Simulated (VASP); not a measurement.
Wanted: the native input for a VASP 6.6.1 run.

```yaml
Task: relaxation of cell and atoms
Functional: r2SCAN
Potentials_or_basis: VASP PAW PBE potentials, release 64 (Si, C)
Cutoff: 600 eV
k_mesh: 12 × 12 × 6
Occupations: fermi-dirac, width 0.05 eV
Spin: no spin polarisation
Dipole_correction: no
Further_INCAR_settings: ALGO = Normal; EDIFF = 1e-06; IBRION = 2; EDIFFG = -0.002; NSW = 100; ISIF = 3
```

Crystal: SiC.

```xyz
4
Lattice="3.0760 0.0000 0.0000 -1.5380 2.6639 0.0000 0.0000 0.0000 5.0480" Properties=species:S:1:pos:R:3 pbc="T T T"
Si    0.0000    1.7759    0.0000
Si    1.5380    0.8880    2.5240
C     0.0000    1.7759    1.9435
C     1.5380    0.8880    4.4675
```

These files were run (other wordings do the same):

POSCAR

```
SiC
1.0
    3.0760000000      0.0000000000      0.0000000000
   -1.5380000000      2.6638941420      0.0000000000
    0.0000000000      0.0000000000      5.0480000000
Si C
2 2
Direct
    0.3333333333      0.6666666667      0.0000000000
    0.6666666667      0.3333333333      0.5000000000
    0.3333333333      0.6666666667      0.3850000000
    0.6666666667      0.3333333333      0.8850000000
```

INCAR.step1

```
  PREC = Accurate
  ENCUT = 600
  ISMEAR = -1
  SIGMA = 0.05
  LREAL = False
  LASPH = True
  NELM = 100
  GGA = PE
  ALGO = Normal
  EDIFF = 1E-4
  LWAVE = True
  LCHARG = False
```

INCAR.step2

```
  PREC = Accurate
  ENCUT = 600
  EDIFF = 1E-6
  ISMEAR = -1
  SIGMA = 0.05
  LREAL = False
  LASPH = True
  NELM = 100
  ALGO = Normal
  ISIF = 3
  LWAVE = False
  LCHARG = False
  METAGGA = R2SCAN
  LMIXTAU = True
  IBRION = 2
  NSW = 100
  EDIFFG = -0.002
  ISTART = 1
```

KPOINTS

```
Automatic mesh
0
Gamma
  12 12 6
```

Potentials or basis: VASP PAW PBE potentials, release 64 (Si, C).

The run is started by

```sh
$ cat potpaw_PBE.64/Si/POTCAR potpaw_PBE.64/C/POTCAR > POTCAR
$ cp INCAR.step1 INCAR
$ mpirun -np 1 vasp_std > vasp.out
$ cp INCAR.step2 INCAR
$ mpirun -np 1 vasp_std > vasp.out
```

It gave:

The relaxed volume is 10.32 Å³/atom and the relaxed cell is a = 3.074 Å, b = 3.074 Å, c = 5.046 Å, α = 90.00°, β = 90.00°, γ = 120.00°. The space group after relaxing (to 0.05 Å) is P6_3mc (No. 186), the energy gained by relaxing is 9.3 meV/atom and the ionic steps are 13. The pressure after relaxing is 0.0 GPa and the band gap on the k mesh is 2.66 eV, indirect (least direct gap 4.49 eV).

Caveat: the PAW data sets were made with another functional, which shifts forces and pressure a little.

Run time: 15 min on 1 thread of AMD EPYC 7R13 Processor (Zen 3), on a shared host, peak memory 0.17 GiB.
